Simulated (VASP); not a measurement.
# Sb (R-3m) in VASP: settings compared

Aim: see how the results for Sb move with the level of theory and the settings. Levels: PBE-based global hybrid, PBEsol. Tasks: single point.

All numbers are computed with VASP 6.6.1; they aren't measurements. Logs are shortened: lines on timing, memory, paths and dates and some standing lists are left out, and cuts for length are marked.

## (1) The cell of the first run

It takes space group R-3m (No. 166, trigonal). The conventional cell has a = 4.308 Å, b = 4.308 Å, c = 11.274 Å, α = 90.00°, β = 90.00°, γ = 120.00°. Within 3.8 Å of Sb (site symmetry 3m) lie 6 Sb at 2.91 to 3.35 Å.

## (2) Single point, PBE-based global hybrid

File POSCAR:

```
Sb
1.0
    2.1542000000      1.2437279499      3.7580000000
   -2.1542000000      1.2437279499      3.7580000000
    0.0000000000     -2.4874558998      3.7580000000
Sb
2
Direct
    0.7665100000      0.7665100000      0.7665100000
    0.2334900000      0.2334900000      0.2334900000
```

File INCAR.step1:

```
PREC = Accurate
ENCUT = 520
EDIFF = 1E-5
ISMEAR = -1
SIGMA = 0.05
LREAL = F
LASPH = T
NELM = 80
ALGO = Normal
ISIF = 2
LWAVE = T
LCHARG = F
NBANDS = 12
GGA = PE
```

File INCAR.step2:

```
PREC = Accurate
ENCUT = 520
EDIFF = 1E-6
ISMEAR = -1
SIGMA = 0.05
LREAL = F
LASPH = T
NELM = 80
ALGO = Normal
ISIF = 2
LWAVE = F
LCHARG = F
GGA = PE
LHFCALC = T
AEXX = 0.1
PRECFOCK = Normal
NBANDS = 12
ISTART = 1
```

File KPOINTS:

```
regular mesh
0
Gamma
  4 4 4
```

Potentials or basis: VASP PAW PBE potentials, release 64 (Sb).

The run is started by

```sh
> cat potpaw_PBE.64/Sb/POTCAR > POTCAR
> cp INCAR.step1 INCAR
> mpirun -np 1 vasp_std > vasp.out
> cp INCAR.step2 INCAR
> mpirun -np 1 vasp_std > vasp.out
```

OUTCAR:

```text
PREC = Accurate
   ENCUT = 520
   EDIFF = 1E-6
   ISMEAR = -1
   LREAL = F
   LASPH = T
   NELM = 80
   ISIF = 2
   GGA = PE
   LHFCALC = T
   AEXX = 0.1
   PRECFOCK = Normal
   ISTART = 1

 ion  position               nearest neighbor table
   1  0.767  0.767  0.767-   2 2.91   2 2.91   2 2.91   2 3.35   2 3.35   2 3.35
   2  0.233  0.233  0.233-   1 2.91   1 2.91   1 2.91   1 3.35   1 3.35   1 3.35

  LATTYP: Found a trigonal (rhomboedric) cell.
 ALAT       =     4.5066618304
 COS(alpha) =     0.5430253624

  Lattice vectors:

 A1 = (   2.1542000000,   1.2437279499,   3.7580000000)
 A2 = (  -2.1542000000,   1.2437279499,   3.7580000000)
 A3 = (   0.0000000000,  -2.4874558998,   3.7580000000)

Analysis of symmetry for initial positions (statically):
=====================================================================
 Subroutine PRICEL returns:
 Original cell was already a primitive cell.

 Routine SETGRP: Setting up the symmetry group for a
 trigonal (rhombohedral) supercell.

 Subroutine GETGRP returns: Found 12 space group operations
 (whereof 12 operations were pure point group operations)
 out of a pool of 12 trial point group operations.

The static configuration has the point symmetry D_3d.

Analysis of symmetry for dynamics (positions and initial velocities):
=====================================================================
 Subroutine PRICEL returns:
 Original cell was already a primitive cell.

 Routine SETGRP: Setting up the symmetry group for a
 trigonal (rhombohedral) supercell.

 Subroutine GETGRP returns: Found 12 space group operations
 (whereof 12 operations were pure point group operations)
 out of a pool of 12 trial point group operations.

The dynamic configuration has the point symmetry D_3d.

 Subroutine INISYM returns: Found 12 space group operations
 (whereof 12 operations are pure point group operations),
 and found     1 'primitive' translations

----------------------------------------------------------------------------------------

                                     Primitive cell

  volume of cell :      60.4115

  direct lattice vectors                    reciprocal lattice vectors
     2.154200000  1.243727950  3.758000000     0.232104726  0.134005726  0.088699663
    -2.154200000  1.243727950  3.758000000    -0.232104726  0.134005726  0.088699663
     0.000000000 -2.487455900  3.758000000     0.000000000 -0.268011452  0.088699663

  length of vectors
     4.506661830  4.506661830  4.506661830     0.282307932  0.282307932  0.282307932

  position of ions in fractional coordinates (direct lattice)
     0.766510000  0.766510000  0.766510000
     0.233490000  0.233490000  0.233490000

  ion indices of the primitive-cell ions
   primitive index   ion index
                 1           1
                 2           2

----------------------------------------------------------------------------------------

 KPOINTS: regular mesh

Automatic generation of k-mesh.
 Grid dimensions read from file:
 generate k-points for:    4    4    4

 Generating k-lattice:

  Cartesian coordinates                     Fractional coordinates (reciprocal lattice)
     0.058026181  0.033501431  0.022174916     0.250000000  0.000000000  0.000000000
    -0.058026181  0.033501431  0.022174916     0.000000000  0.250000000  0.000000000
     0.000000000 -0.067002863  0.022174916     0.000000000  0.000000000  0.250000000

  Length of vectors
     0.070576983  0.070576983  0.070576983

  Shift w.r.t. Gamma in fractional coordinates (k-lattice)
     0.000000000  0.000000000  0.000000000

 Subroutine IBZKPT returns following result:
 ===========================================

 Found     13 irreducible k-points:

 Following reciprocal coordinates:
            Coordinates               Weight
  0.000000  0.000000  0.000000      1.000000
  0.250000 -0.000000  0.000000      6.000000
  0.500000 -0.000000  0.000000      3.000000
  0.250000  0.250000  0.000000      6.000000
  0.500000  0.250000 -0.000000     12.000000
 -0.250000  0.250000  0.000000      6.000000
  0.500000  0.500000  0.000000      3.000000
  0.250000  0.250000  0.250000      2.000000
  0.500000  0.250000  0.250000      6.000000
 -0.250000  0.250000  0.250000      6.000000
  0.500000  0.500000  0.250000      6.000000
 -0.250000  0.500000  0.250000      6.000000
  0.500000  0.500000  0.500000      1.000000
   k-points           NKPTS =     13   k-points in BZ     NKDIM =     64   number of bands    NBANDS=     12
   number of dos      NEDOS =    301   number of ions     NIONS =      2
   total plane-waves  NPLWV =  46656
   dimension x,y,z NGX =    36 NGY =   36 NGZ =   36
   dimension x,y,z NGXF=    72 NGYF=   72 NGZF=   72
   ions per type =               2
   NGX,Y,Z   is equivalent  to a cutoff of  13.28, 13.28, 13.28 a.u.
   NGXF,Y,Z  is equivalent  to a cutoff of  26.56, 26.56, 26.56 a.u.
 SYSTEM =  unknown system
   PREC   = accura    normal or accurate (medium, high low for compatibility)
   ISTART =      1    job   : 0-new  1-cont  2-samecut
   ICHARG =      0    charge: 1-file 2-atom 10-const
   ISPIN  =      1    spin polarized calculation?
   LNONCOLLINEAR =      F non collinear calculations
   LSORBIT =      F    spin-orbit coupling
   LASPH  =      T    aspherical Exc in radial PAW
   ENCUT  =  520.0 eV  38.22 Ry    6.18 a.u.   8.38  8.38  8.38*2*pi/ulx,y,z
   NELM   =     80;   NELMIN=  2; NELMDL=  0     # of ELM steps
   EDIFF  = 0.1E-05   stopping-criterion for ELM
   LREAL  =      F    real-space projection
   EDIFFG = 0.1E-04   stopping-criterion for IOM
   NSW    =      0    number of steps for IOM
   IBRION =     -1    ionic relax: 0-MD 1-quasi-New 2-CG
   NFREE  =      0    steps in history (QN), initial steepest desc. (CG)
   ISIF   =      2    stress and relaxation
   ISYM   =      3    0-nonsym 1-usesym 2-fastsym
   POTIM  = 0.5000    time-step for ionic-motion
   TEBEG  =    0.0;   TEEND  =   0.0 temperature during run
   PSTRESS=    0.0 pullay stress
   NELECT =      10.0000    total number of electrons
   NUPDOWN=      -1.0000    fix difference up-down
   EMIN   =  10.00;   EMAX   =-10.00  energy-range for DOS
   EFERMI =   0.00;   METHOD = LEGACY
   ISMEAR =    -1;   SIGMA  =   0.05  broadening in eV -4-tet -1-fermi 0-gaus
   EFERMI_NEDOS =   21; number of points for ismear=-14 and -15
   IALGO  =     38    algorithm
   IMIX   =      1    mixing-type and parameters
     AMIX     =   0.40;   BMIX     =  1.00
     AMIX_MAG =   1.60;   BMIX_MAG =  1.00
  volume/ion in A,a.u.               =      30.21       203.84
  Fermi-wavevector in a.u.,A,eV,Ry     =   0.898880  1.698637 10.993305  0.807985
  Thomas-Fermi vector in A             =   2.021644
   LORBIT       =      0    0 simple, 1 ext, 2 COOP (PROOUT), +10 PAW based schemes
   GGA     = PE    functional components
   LHFCALC =     T    Hartree Fock is set to
   PRECFOCK=normal    Normal, Fast or Accurate (Low or Medium for compatibility)
   ENCUT4O =  -1.0   cutoff for four orbital integrals eV
   NKREDX  =     1    reduce k-point grid by
   NKREDY  =     1    reduce k-point grid by
   NKREDZ  =     1    reduce k-point grid by
   AEXX    =    0.1000 exact exchange contribution
   HFSCREEN=    0.0000 screening length (either q_TF or 0.3 A-1)
   HFSCREENC=   0.0000 screening length for correlation (either q_TF or 0.3 A-1)
   ENCUTFOCK=  -1.0 apply spherical cutoff to Coloumb kernel
   IVDW    =     0    specifies the selected vdW correction
   LEPSILON=     F    determine dielectric tensor
   LRPA    =     F    only Hartree local field effects (RPA)
 non-spin polarized calculation
  energy-cutoff  :      520.00
  volume of cell :       60.41
 maximum number of plane-waves:      1636
 NGX is ok and might be reduce to    36
  NGX = 28; NGY = 28; NGZ = 28

 number of electron      10.0000000 magnetization

 Free energy of the ion-electron system (eV)
  ---------------------------------------------------
  ext. energy  EPLUGINS =         0.00000000
  ---------------------------------------------------
  free energy    TOTEN  =        -9.43289536 eV

  energy without entropy =       -9.43229123  energy(sigma->0) =       -9.43259329

 E-fermi :   6.9982     XC(G=0):  -8.7457

 val. band max:        6.7723897921   @ k =   0.5000  -0.0000   0.0000
 cond. band min:       7.2204196939   @ k =   0.5000  -0.0000   0.0000
 fundamental gap:      0.4480299018
 Fermi energy:         6.9981892836

 k-point     1 :       0.0000    0.0000    0.0000
  band No.  band energies     occupation
      1      -6.2459      2.00000
      2       2.1232      2.00000
      3       4.8784      2.00000
      4       5.1624      2.00000
      5       5.1624      2.00000
      6       9.5980      0.00000
      7      10.2616      0.00000
      8      10.2616      0.00000
      9      12.6463      0.00000
     10      12.6463      0.00000
     11      12.8128      0.00000
     12      14.1941      0.00000

 k-point     2 :       0.2500   -0.0000    0.0000
  band No.  band energies     occupation
      1      -5.5316      2.00000
      2      -0.2328      2.00000
      3       4.9550      2.00000
      4       5.0521      2.00000
      5       5.9839      2.00000
      6       8.7243      0.00000
      7       8.8608      0.00000
      8       8.9425      0.00000
      9      12.4826      0.00000
     10      13.0673      0.00000
     11      13.5972      0.00000
     12      17.4419      0.00000

 k-point     3 :       0.5000   -0.0000    0.0000
  band No.  band energies     occupation
      1      -3.7766      2.00000
      2      -3.0227      2.00000
      3       5.0141      2.00000
      4       5.1428      2.00000
      5       6.7724      1.97837
      6       7.2204      0.02321
      7       7.6291      0.00001
      8       7.9320      0.00000
      9      15.2176      0.00000
     10      15.8399      0.00000
     11      16.7503      0.00000
     12      16.7807      0.00000
[... 121 lines left out ...]
 k-point    12 :      -0.2500    0.5000    0.2500
  band No.  band energies     occupation
      1      -3.2788      2.00000
      2      -2.3167      2.00000
      3       1.8507      2.00000
      4       1.8681      2.00000
      5       6.3591      1.99999
      6       8.1498      0.00000
      7      12.1373      0.00000
      8      12.1516      0.00000
      9      13.7557      0.00000
     10      13.9319      0.00000
     11      17.8720      0.00000
     12      17.9155      0.00000

 k-point    13 :       0.5000    0.5000    0.5000
  band No.  band energies     occupation
      1      -4.6348      2.00000
      2      -2.3507      2.00000
      3       5.6742      2.00000
      4       5.6742      2.00000
      5       6.6968      1.99519
      6       7.5405      0.00004
      7       7.5405      0.00004
      8       8.5304      0.00000
      9      14.6478      0.00000
     10      16.2948      0.00000
     11      16.2948      0.00000
     12      16.7952      0.00000

------------------------ aborting loop because EDIFF is reached ----------------------------------------

  FORCE on cell =-STRESS in cart. coord.  units (eV):
  Direction    XX          YY          ZZ          XY          YZ          ZX
  --------------------------------------------------------------------------------------
  -------------------------------------------------------------------------------------
  Total        0.7260234      0.7260234      0.3347912      0.0000000     -0.0000000      0.0000000
  in kB       19.2549220     19.2549220      8.8790226      0.0000000     -0.0000000      0.0000000
  external PRESSURE =      15.7962888 kB  Pullay stress =       0.0000000 kB

 VOLUME and BASIS-vectors are now :
 -----------------------------------------------------------------------------
  energy-cutoff  :      520.00
  volume of cell :       60.41
      direct lattice vectors                 reciprocal lattice vectors
     2.154200000  1.243727950  3.758000000     0.232104726  0.134005726  0.088699663
    -2.154200000  1.243727950  3.758000000    -0.232104726  0.134005726  0.088699663
     0.000000000 -2.487455900  3.758000000     0.000000000 -0.268011452  0.088699663

 POSITION                                       TOTAL-FORCE (eV/Angst)
 -----------------------------------------------------------------------------------
      0.00000      0.00000      8.64163         0.000000     -0.000000      0.168296
      0.00000      0.00000      2.63237         0.000000      0.000000     -0.168296
 -----------------------------------------------------------------------------------
    total drift:                                0.000000     -0.000000     -0.000000

  FREE ENERGIE OF THE ION-ELECTRON SYSTEM (eV)
  ---------------------------------------------------
  free  energy   TOTEN  =        -9.4328953596 eV

  energy  without entropy=       -9.4322912269  energy(sigma->0) =       -9.43259329
```

Wall time 6.1 min (1 thread of AMD EPYC 7R13 (Zen 3), shared host); peak memory 0.18 GiB.

Results:

* Free energy: -9.4329 eV
* Pressure: 1.6 GPa
* Largest force: 0.168 eV/Å
* Band gap on the k mesh: 0.45 eV, direct

Forces on the atoms (eV/Å):
```
Sb   0.000  0.000  0.168
Sb   0.000  0.000 -0.168
```

Stress tensor (GPa, compression positive):
```
1.93 0.00 0.00
0.00 1.93 0.00
0.00 0.00 0.89
```

Levels at points of the mesh, in eV from the valence-band top:
```csv
k point,band 2,band 3,band 4,band 5,band 6,band 7,band 8,band 9
"(0.00, 0.00, 0.00)",-4.65,-1.89,-1.61,-1.61,2.83,3.49,3.49,5.87
"(0.50, 0.00, 0.00)",-9.80,-1.76,-1.63,0.00,0.45,0.86,1.16,8.45
"(0.50, 0.50, 0.00)",-8.06,-5.44,-3.67,-3.57,2.22,5.84,6.42,7.91
"(0.50, 0.50, 0.50)",-9.12,-1.10,-1.10,-0.08,0.77,0.77,1.76,7.88
```

Caveat: the k points lie up to 0.44 Å⁻¹ apart; the PAW data sets were made with another functional, which shifts forces and pressure a little; spin-orbit coupling is left out, which moves the levels of the heavy elements. A k mesh can miss the band edges.

## (3) Single point, PBE-based global hybrid

POSCAR is that of step 2.

INCAR.step1 is that of step 2.

INCAR.step2, as its differences from that of step 2:

```diff
@@ -2,3 +2,3 @@
 ENCUT = 520
-EDIFF = 1E-6
+EDIFF = 1E-7
 ISMEAR = -1
@@ -14,3 +14,3 @@
 LHFCALC = T
-AEXX = 0.1
+AEXX = 0.15
 PRECFOCK = Normal
```

File KPOINTS:

```
Automatic mesh
0
Gamma
  4 4 4
```

Potentials or basis: VASP PAW PBE potentials, release 64 (Sb).

The run is started by

```sh
> cat potpaw_PBE.64/Sb/POTCAR > POTCAR
> cp INCAR.step1 INCAR
> mpirun -np 1 vasp_std > vasp.out
> cp INCAR.step2 INCAR
> mpirun -np 1 vasp_std > vasp.out
```

It took 13 min on 1 thread of AMD EPYC 7R13 (Zen 3), shared host; peak memory 0.17 GiB.

Results (log left out):

| Property | Result |
| --- | --- |
| Free energy | -10.0418 eV |
| Pressure | 1.0 GPa |
| Largest force | 0.257 eV/Å |
| Band gap on the k mesh | 0.64 eV, direct |

Forces on the atoms (eV/Å):
```
Sb   0.000  0.000  0.257
Sb   0.000  0.000 -0.257
```

Stress tensor (GPa, compression positive):
```
1.30 0.00 0.00
0.00 1.30 0.00
0.00 0.00 0.43
```

Levels at points of the mesh, in eV from the valence-band top:
| k point | band 3 | band 4 | band 5 | band 6 | band 7 | band 8 |
| --- | --- | --- | --- | --- | --- | --- |
| (0.00, 0.00, 0.00) | -1.95 | -1.66 | -1.66 | 3.06 | 3.75 | 3.75 |
| (0.50, 0.00, 0.00) | -1.81 | -1.67 | 0.00 | 0.64 | 1.06 | 1.36 |
| (0.50, 0.50, 0.00) | -5.57 | -3.77 | -3.66 | 2.44 | 6.14 | 6.73 |
| (0.50, 0.50, 0.50) | -1.13 | -1.13 | -0.02 | 0.95 | 0.95 | 1.94 |

Caveat: the k points lie up to 0.44 Å⁻¹ apart; the PAW data sets were made with another functional, which shifts forces and pressure a little; spin-orbit coupling is left out, which moves the levels of the heavy elements. A k mesh can miss the band edges.

## (4) Single point, PBEsol

File INCAR:

```
SYSTEM = Sb
ALGO = Normal ; EDIFF = 1E-6
ENCUT = 500 ; GGA = PS
GGA_COMPAT = .False. ; ISIF = 2
ISMEAR = -1 ; LASPH = .True.
LCHARG = .False. ; LREAL = .False.
LWAVE = .False. ; NBANDS = 22
NELM = 120 ; PREC = Accurate
SIGMA = 0.05
```

File KPOINTS:

```
k-points
0
Gamma
  4 4 4
  0 0 0
```

POSCAR is that of step 3.

Potentials or basis: VASP PAW PBE potentials, release 64 (Sb_d_GW).

The run is started by

```sh
> cat potpaw_PBE.64/Sb_d_GW/POTCAR > POTCAR
> mpirun -np 1 vasp_std > vasp.out
```

Run time: 16 s. Hardware: 1 thread of Intel Xeon 6975P-C (Granite Rapids), shared host; peak memory 0.2 GiB.

It converged, with:

```
Free energy            : -9.2087 eV
Pressure               : 0.1 GPa
Largest force          : 0.131 eV/Å
Band gap on the k mesh : 0.09 eV, direct
```

Forces in eV/Å, atoms in the order of the input:
```
Sb   0.000  0.000  0.131
Sb   0.000  0.000 -0.131
```

Stress tensor (GPa, compression positive):
```
 0.52  0.00  0.00
 0.00  0.52  0.00
 0.00  0.00 -0.84
```

Levels at points of the mesh, in eV from the valence-band top:
| k point | band 11 | band 12 | band 13 | band 14 | band 15 | band 16 | band 17 | band 18 | band 19 | band 20 |
| --- | --- | --- | --- | --- | --- | --- | --- | --- | --- | --- |
| (0.00, 0.00, 0.00) | -12.42 | -4.54 | -1.75 | -1.47 | -1.47 | 2.41 | 3.01 | 3.01 | 5.43 | 5.43 |
| (0.50, 0.00, 0.00) | -10.05 | -9.34 | -1.60 | -1.51 | 0.00 | 0.09 | 0.46 | 0.79 | 7.84 | 8.68 |
| (0.50, 0.50, 0.00) | -10.04 | -7.69 | -5.16 | -3.45 | -3.34 | 1.81 | 5.24 | 5.80 | 7.23 | 9.45 |
| (0.50, 0.50, 0.50) | -10.86 | -8.72 | -0.98 | -0.98 | -0.16 | 0.43 | 0.43 | 1.37 | 7.27 | 9.26 |

Caveat: the k points lie up to 0.44 Å⁻¹ apart; the PAW data sets were made with another functional, which shifts forces and pressure a little; spin-orbit coupling is left out, which moves the levels of the heavy elements. A k mesh can miss the band edges.

## (5) Overview

```tsv
level	potentials or basis	cutoff (eV)	grid for exact exchange (PRECFOCK)	share of exact exchange	second run	gap on the mesh (eV)	pressure (GPa)	largest force (eV/Å)
PBE-based global hybrid	VASP PAW PBE potentials, release 64 (Sb)	520	Normal	0.1	-	0.45	1.6	0.17
PBE-based global hybrid	VASP PAW PBE potentials, release 64 (Sb)	520	Normal	0.15	-	0.64	1.0	0.26
PBEsol	VASP PAW PBE potentials, release 64 (Sb_d_GW)	500	-	-	valence_matched	0.09	0.1	0.13
```

Alike in all rows: task single point; no spin polarisation; cell as given; k mesh 4 × 4 × 4; smearing fermi-dirac 0.05 eV.

Caveats: all runs use coarse meshes; the PAW data sets were made with another functional, which shifts forces and pressure a little; spin-orbit coupling is left out, which moves the levels of the heavy elements.

Total energies depend on the potentials used, so only differences within one code and one set of settings carry meaning.
